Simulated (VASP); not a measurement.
## GaP: single point with PBE

GaP:

```
Ga P
1.0
     0.00000    2.72518    2.72518
     2.72518    0.00000    2.72518
     2.72518    2.72518    0.00000
Ga P
1 1
Direct
  0.00000 0.00000 0.00000
  0.25000 0.25000 0.25000
```

```json
{
  "Program": "VASP 6.6.1",
  "Task": "single point",
  "Functional": "PBE",
  "Potentials or basis": "VASP PAW PBE potentials, release 64 (Ga_d, P)",
  "Cutoff": "500 eV",
  "k mesh": "8 × 8 × 8",
  "Occupations": "gaussian, width 0.02 eV",
  "Spin": "no spin polarisation"
}
```

| Property | Result |
| --- | --- |
| Pressure | 2.4 GPa |
| Band gap on the k mesh | 1.64 eV (least direct gap 1.83 eV) |

Levels at points of the mesh, in eV from the valence-band top:
```tsv
k point	band 6	band 7	band 8	band 9	band 10	band 11	band 12	band 13
(0.00, 0.00, 0.00)	-12.49	0.00	0.00	0.00	1.83	3.89	3.89	3.89
(0.50, 0.00, 0.00)	-10.43	-6.63	-1.12	-1.12	1.67	4.72	4.72	8.29
(0.50, 0.50, 0.00)	-9.53	-6.75	-2.68	-2.68	1.65	1.82	10.60	10.60
```

Wall time 7.5 s on 1 thread of Intel(R) Xeon(R) 6975P-C (Granite Rapids) (shared host), peak memory 0.16 GiB.

A k mesh can miss the band edges. A hybrid or GW would open this gap; PBE tends to underestimate it.
